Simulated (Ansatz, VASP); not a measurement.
## In in VASP and in Ansatz

```
In
1.0
    -1.63591    1.63591    2.56903
     1.63591   -1.63591    2.56903
     1.63591    1.63591   -2.56903
In
1
Direct
  0.00000 0.00000 0.00000
```

Alike in both runs: task single point; functional LDA; k mesh 22 × 22 × 22; occupations gaussian, width 0.15 eV; no spin polarisation.

|  | VASP | Ansatz |
| --- | --- | --- |
| version | VASP 6.6.1 | Ansatz 0.2.0 |
| potentials or method | VASP PAW LDA potentials, release 64 (In_d), cutoff 520 eV | scalar-relativistic, plane waves, PAW |
| valence electrons in the cell | 13 | 13 |

```tsv
	VASP	Ansatz	Ansatz less VASP
gap on the k mesh at the Fermi level (eV)	none	none	-
pressure (GPa)	-4.1	-4.1	-0.02
traceless stress, the component that is largest in VASP (GPa)	-0.09	-0.09	+0.004
```

LDA's correlation is that of Perdew and Zunger in VASP and of Perdew and Wang (1992) in Ansatz. A gap of «none» marks a metal or a gap that the smearing closes.
